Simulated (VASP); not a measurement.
## In6O: single point with PBE

The system is In6O.

```
In O
1.0
     2.98562    1.72375    5.52856
    -2.98562    1.72375    5.52856
     0.00000   -3.44750    5.52856
In O
6 1
Direct
  0.91925 0.25677 0.56974
  0.56974 0.91925 0.25677
  0.08075 0.74323 0.43026
  0.74323 0.43026 0.08075
  0.25677 0.56974 0.91925
  0.43026 0.08075 0.74323
  0.00000 0.00000 0.00000
```

- Program: VASP 6.6.1
- Task: single point
- Functional: PBE
- Potentials or basis: VASP PAW PBE potentials, release 64 (In_d, O)
- Cutoff: 520 eV
- k mesh: 4 × 4 × 4
- Occupations: gaussian, width 0.2 eV
- Spin: no spin polarisation
- Dipole correction: no
- Further INCAR settings: ALGO = Normal; EDIFF = 1e-06; NBANDS = 51

| Item | Value |
| --- | --- |
| Pressure | 0.0 GPa |
| Largest force | 0.024 eV/Å |
| Band gap on the k mesh | zero (band 42 reaches 7.94 eV, above the bottom of band 43 at 6.23 eV) |

Forces in eV/Å, atoms in the order of the input:
```
In  -0.008  0.020  0.009
In  -0.014 -0.017  0.009
In   0.008 -0.020 -0.009
In  -0.022  0.003 -0.009
In   0.022 -0.003  0.009
In   0.014  0.017 -0.009
O    0.000  0.000  0.000
```

Stress tensor (GPa, compression positive):
```
 0.22  0.00  0.00
 0.00  0.22  0.00
 0.00  0.00 -0.47
```

Levels at points of the mesh, in eV from the Fermi level:
```csv
k point,band 40,band 41,band 42,band 43,band 44,band 45
"(0.00, 0.00, 0.00)",-1.90,-1.90,-0.86,-0.70,-0.70,-0.36
"(0.50, 0.00, 0.00)",-1.60,-1.42,-0.97,0.49,1.05,1.66
"(0.50, 0.50, 0.00)",-2.52,0.05,1.01,1.27,1.50,2.42
"(0.50, 0.50, 0.50)",-1.41,-1.41,-0.17,0.49,0.49,1.65
```

It took 2.5 min on 1 thread of Intel(R) Xeon(R) Platinum 8488C (Sapphire Rapids), on a shared host, peak memory 0.35 GiB.

Caveat: spin-orbit coupling is left out, which moves the levels of the heavy elements.
